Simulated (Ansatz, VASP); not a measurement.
**Ga4O3 in VASP and in Ansatz**

```
Ga O
1.0
     4.61384    0.00000    0.00000
     0.00000    4.61384    0.00000
     0.00000    0.00000    4.61384
Ga O
4 3
Direct
  0.00000 0.50000 0.50000
  0.50000 0.00000 0.50000
  0.50000 0.50000 0.00000
  0.50000 0.50000 0.50000
  0.50000 0.00000 0.00000
  0.00000 0.50000 0.00000
  0.00000 0.00000 0.50000
```

Alike in both runs: functional PBE; k mesh 4 × 4 × 4; occupations gaussian, width 0.1 eV; no spin polarisation.

Ansatz relaxed the structure, and its values are those at the end. VASP's run is a single point on that final structure, the one shown.

|  | VASP | Ansatz |
| --- | --- | --- |
| version | VASP 6.6.1 | Ansatz 0.2.0 |
| potentials or method | VASP PAW PBE potentials, release 64 (Ga_d, O), cutoff 600 eV | scalar-relativistic, plane waves, PAW |
| valence electrons in the cell | 70 | 70 |

```tsv
	VASP	Ansatz	Ansatz less VASP
gap on the k mesh at the Fermi level (eV)	none	none	-
pressure (GPa)	0.2	0.0	-0.19
```

A gap of «none» marks a metal or a gap that the smearing closes. With one functional, cell and mesh, what is left measures potentials, basis and numerics.
